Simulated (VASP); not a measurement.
# TeCl2F6 (I4/mmm) in VASP: single point with PBEsol

Aim: the single point of TeCl2F6 with PBEsol.

Everything below comes from runs of VASP 6.6.1. Logs are shortened: lines on timing, memory, paths and dates and some standing lists are left out, and cuts for length are marked.

### 1 The cell of the first run

The typed cell holds 9 atoms: a = 5.850 Å, b = 5.850 Å, c = 5.850 Å, α = 60.00°, β = 60.00°, γ = 90.00°.

### 2 Single point, PBEsol

INCAR reads:

```
SYSTEM = TeCl2F6
ALGO     = Normal         ! electronic algorithm
EDIFF    = 1E-6           ! SCF threshold, eV
ENCUT    = 520            ! plane-wave cutoff, eV
GGA      = PS             ! functional
ISIF     = 2              ! what is computed and relaxed
ISMEAR   = -5             ! smearing method
ISYM     = 0            
LASPH    = .TRUE.         ! aspherical terms in the spheres
LCHARG   = .TRUE.         ! write CHGCAR
LELF     = .TRUE.         ! ELF
LREAL    = .FALSE.        ! projectors in reciprocal space
LVHAR    = .TRUE.       
LWAVE    = .FALSE.        ! write WAVECAR
NBANDS   = 41             ! bands
NELM     = 100            ! most SCF steps
PREC     = Accurate       ! precision mode
SIGMA    = 0.1            ! smearing width, eV
```

KPOINTS reads:

```
Automatic mesh
0
Gamma
  4 4 4
  0.5 0.5 0.5
```

POSCAR reads:

```
TeCl2F6
1.0
    0.0000000000      5.8498490000      0.0000000000
    5.8498490000      0.0000000000      0.0000000000
    2.9249240000      2.9249240000     -4.1365040000
Te Cl F
1 2 6
Direct
    0.0000000000      0.0000000000      0.0000000000
    0.2500000000      0.7500000000      0.5000000000
    0.7500000000      0.2500000000      0.5000000000
    0.2500000000      0.2500000000      0.5000000000
    0.7500000000      0.7500000000      0.5000000000
    0.2510000000      0.2510000000      0.0000000000
    0.2510000000      0.7490000000      0.0000000000
    0.7490000000      0.7490000000      0.0000000000
    0.7490000000      0.2510000000      0.0000000000
```

Potentials or basis: VASP PAW PBE potentials, release 64 (Te, Cl, F).

The run is started by

```bash
> cat potpaw_PBE.64/Te/POTCAR potpaw_PBE.64/Cl/POTCAR potpaw_PBE.64/F/POTCAR > POTCAR
> mpirun -np 1 vasp_std > vasp.out
```

OUTCAR:

```text
SYSTEM = TeCl2F6
   EDIFF = 1E-6
   ENCUT = 520
   GGA = PS
   ISIF = 2
   ISMEAR = -5
   ISYM = 0
   LASPH = .TRUE.
   LREAL = .FALSE.
   NELM = 100
   PREC = Accurate

 ion  position               nearest neighbor table
   1  0.000  0.000  0.000-   5 2.07   4 2.07   7 2.08   8 2.08   9 2.08   6 2.08
   2  0.250  0.750  0.500-
   3  0.750  0.250  0.500-
   4  0.250  0.250  0.500-   1 2.07
   5  0.750  0.750  0.500-   1 2.07
   6  0.251  0.251  0.000-   1 2.08
   7  0.251  0.749  0.000-   1 2.08
   8  0.749  0.749  0.000-   1 2.08
   9  0.749  0.251  0.000-   1 2.08

IMPORTANT INFORMATION: All symmetrisations will be switched off!
NOSYMM: (Re-)initialisation of all symmetry stuff for point group C_1.

----------------------------------------------------------------------------------------

                                     Primitive cell

  volume of cell :     141.5542

  direct lattice vectors                    reciprocal lattice vectors
     0.000000000  5.849849000  0.000000000     0.000000000  0.170944583  0.120874998
     5.849849000  0.000000000  0.000000000     0.170944583  0.000000000  0.120874998
     2.924924000  2.924924000 -4.136504000     0.000000000  0.000000000 -0.241750038

  length of vectors
     5.849849000  5.849849000  5.849874029     0.209362881  0.209362881  0.241750038

  position of ions in fractional coordinates (direct lattice)
     0.000000000  0.000000000  0.000000000
     0.250000000  0.750000000  0.500000000
     0.750000000  0.250000000  0.500000000
     0.250000000  0.250000000  0.500000000
     0.750000000  0.750000000  0.500000000
     0.251000000  0.251000000  0.000000000
     0.251000000  0.749000000  0.000000000
     0.749000000  0.749000000  0.000000000
     0.749000000  0.251000000  0.000000000

  ion indices of the primitive-cell ions
   primitive index   ion index
                 1           1
                 2           2
                 3           3
                 4           4
                 5           5
                 6           6
                 7           7
                 8           8
                 9           9

----------------------------------------------------------------------------------------

 KPOINTS: Automatic mesh

[... 73 lines left out ...]
   IBRION =     -1    ionic relax: 0-MD 1-quasi-New 2-CG
   NFREE  =      0    steps in history (QN), initial steepest desc. (CG)
   ISIF   =      2    stress and relaxation
   ISYM   =      0    0-nonsym 1-usesym 2-fastsym
   POTIM  = 0.5000    time-step for ionic-motion
   TEBEG  =    0.0;   TEEND  =   0.0 temperature during run
   PSTRESS=    0.0 pullay stress
   NELECT =      62.0000    total number of electrons
   NUPDOWN=      -1.0000    fix difference up-down
   EMIN   =  10.00;   EMAX   =-10.00  energy-range for DOS
   EFERMI =   0.00;   METHOD = LEGACY
   ISMEAR =    -5;   SIGMA  =   0.10  broadening in eV -4-tet -1-fermi 0-gaus
   EFERMI_NEDOS =   21; number of points for ismear=-14 and -15
   IALGO  =     38    algorithm
   IMIX   =      4    mixing-type and parameters
     AMIX     =   0.40;   BMIX     =  1.00
     AMIX_MAG =   1.60;   BMIX_MAG =  1.00
  volume/ion in A,a.u.               =      15.73       106.14
  Fermi-wavevector in a.u.,A,eV,Ry     =   1.243267  2.349434 21.030706  1.545713
  Thomas-Fermi vector in A             =   2.377585
   LORBIT       =      0    0 simple, 1 ext, 2 COOP (PROOUT), +10 PAW based schemes
   GGA     = PS    functional components
   LHFCALC =     F    Hartree Fock is set to
   AEXX    =    0.0000 exact exchange contribution
   IVDW    =     0    specifies the selected vdW correction
   LEPSILON=     F    determine dielectric tensor
   LRPA    =     F    only Hartree local field effects (RPA)
 non-spin polarized calculation
 Fermi weights with tetrahedron method with Bloechl corrections
  energy-cutoff  :      520.00
  volume of cell :      141.55
 maximum number of plane-waves:      3826
 NGX is ok and might be reduce to    48
   NGX = 21   NGY = 21   NGZ = 21

 number of electron      62.0000011 magnetization

 Free energy of the ion-electron system (eV)
  ---------------------------------------------------
  ext. energy  EPLUGINS =         0.00000000
  ---------------------------------------------------
  free energy    TOTEN  =       -26.83905889 eV

  energy without entropy =      -26.83905889  energy(sigma->0) =      -26.83905889

 E-fermi :  -0.0248     XC(G=0):  -9.4808

 val. band max:        0.0243542488   @ k =   0.1250  -0.1250   0.0000
 cond. band min:      -0.0199566611   @ k =   0.1250   0.3750   0.5000
 fundamental gap:     -0.0443109099
 Fermi energy:        -0.0247830923

 k-point     1 :       0.1250    0.1250    0.1250
  band No.  band energies     occupation
      1     -22.4228      2.00000
      2     -21.7257      2.00000
      3     -21.7000      2.00000
      4     -21.6958      2.00000
      5     -21.4017      2.00000
      6     -21.3836      2.00000
[... 1045 lines left out ...]
     40      11.9931      0.00000
     41      12.5340      0.00000

 [... further k-points ...]

------------------------ aborting loop because EDIFF is reached ----------------------------------------

  FORCE on cell =-STRESS in cart. coord.  units (eV):
  Direction    XX          YY          ZZ          XY          YZ          ZX
  --------------------------------------------------------------------------------------
  -------------------------------------------------------------------------------------
  Total       -8.7142775     -8.7142405     -8.8032262      0.0254490     -0.0266993     -0.0269615
  in kB      -98.6323108    -98.6318916    -99.6390746      0.2880442     -0.3021958     -0.3051632
  external PRESSURE =     -98.9677590 kB  Pullay stress =       0.0000000 kB

 VOLUME and BASIS-vectors are now :
 -----------------------------------------------------------------------------
  energy-cutoff  :      520.00
  volume of cell :      141.55
      direct lattice vectors                 reciprocal lattice vectors
     0.000000000  5.849849000  0.000000000     0.000000000  0.170944583  0.120874998
     5.849849000  0.000000000  0.000000000     0.170944583  0.000000000  0.120874998
     2.924924000  2.924924000 -4.136504000     0.000000000  0.000000000 -0.241750038

 POSITION                                       TOTAL-FORCE (eV/Angst)
 -----------------------------------------------------------------------------------
      0.00000      0.00000      0.00000         0.000454     -0.000452     -0.000141
      5.84985      2.92492     -2.06825         0.000437     -0.000433      0.000007
      2.92492      5.84985     -2.06825        -0.000504      0.000508      0.000014
      2.92492      2.92492     -2.06825        -0.000271     -0.000345     -2.535332
      5.84985      5.84985     -2.06825         0.000343      0.000269      2.535498
      1.46831      1.46831      0.00000        -1.810095     -1.810174     -0.000369
      4.38154      1.46831      0.00000         1.811541     -1.811542     -0.000012
      4.38154      4.38154      0.00000         1.810174      1.810094      0.000345
      1.46831      4.38154      0.00000        -1.812079      1.812075     -0.000011
 -----------------------------------------------------------------------------------
    total drift:                               -0.000364      0.000398      0.000115

  FREE ENERGIE OF THE ION-ELECTRON SYSTEM (eV)
  ---------------------------------------------------
  free  energy   TOTEN  =       -26.8390588927 eV

  energy  without entropy=      -26.8390588927  energy(sigma->0) =      -26.83905889
```

OSZICAR:

```text
N       E                     dE             d eps       ncg     rms          rms(c)
DAV:   1     0.415490373978E+03    0.41549E+03   -0.32999E+04  5248   0.140E+03
DAV:   2    -0.781884117190E+01   -0.42331E+03   -0.41380E+03  6549   0.317E+02
[... 22 lines left out ...]
DAV:  25    -0.268390921427E+02   -0.21595E-04   -0.11220E-04  6311   0.171E-02    0.741E-01
DAV:  26    -0.268390580675E+02    0.34075E-04   -0.25759E-04  6531   0.178E-02    0.349E-01
DAV:  27    -0.268390562713E+02    0.17963E-05   -0.12674E-04  5887   0.139E-02    0.170E-01
DAV:  28    -0.268390581107E+02   -0.18394E-05   -0.56124E-05  4213   0.101E-02    0.643E-02
DAV:  29    -0.268390595511E+02   -0.14404E-05   -0.43046E-05  4017   0.579E-03    0.446E-02
DAV:  30    -0.268390584757E+02    0.10754E-05   -0.10550E-05  3379   0.351E-03    0.314E-02
DAV:  31    -0.268390588927E+02   -0.41701E-06   -0.15901E-06  3209   0.147E-03
   1 F= -.26839059E+02 E0= -.26839059E+02  d E =0.000000E+00
```

stdout:

```text
POSCAR found type information on POSCAR TeClF
 POSCAR found :  3 types and       9 ions
 scaLAPACK will be used
 -----------------------------------------------------------------------------
[... 47 lines left out ...]
|     Tetrahedron method does not include variations of the Fermi             |
|     occupations, so forces and stress will be inaccurate. We suggest        |
|     using a different smearing scheme ISMEAR = 1 or 2 for metals in         |
|     relaxations.                                                            |
|                                                                             |
 -----------------------------------------------------------------------------
```

Run time: 15 min. Hardware: 1 thread of AMD EPYC 7R43 (Zen 3), shared host; peak memory 0.45 GiB.

What came out:

```
Free energy            : -26.8391 eV
Pressure               : -9.9 GPa
Largest force          : 2.563 eV/Å
Band gap on the k mesh : zero (bands 31 and 32 overlap by 0.24 eV)
```

Forces on the atoms (eV/Å):
```
Te   0.000  0.000  0.000
Cl   0.000  0.000  0.000
Cl  -0.001  0.001  0.000
F    0.000  0.000 -2.535
F    0.000  0.000  2.535
F   -1.810 -1.810  0.000
F    1.812 -1.812  0.000
F    1.810  1.810  0.000
F   -1.812  1.812  0.000
```

Caveat: the cell stands under tension; the PAW data sets were made with another functional, which shifts forces and pressure a little; spin-orbit coupling is left out, which moves the levels of the heavy elements; tetrahedron occupations give inexact forces and stress in metals.
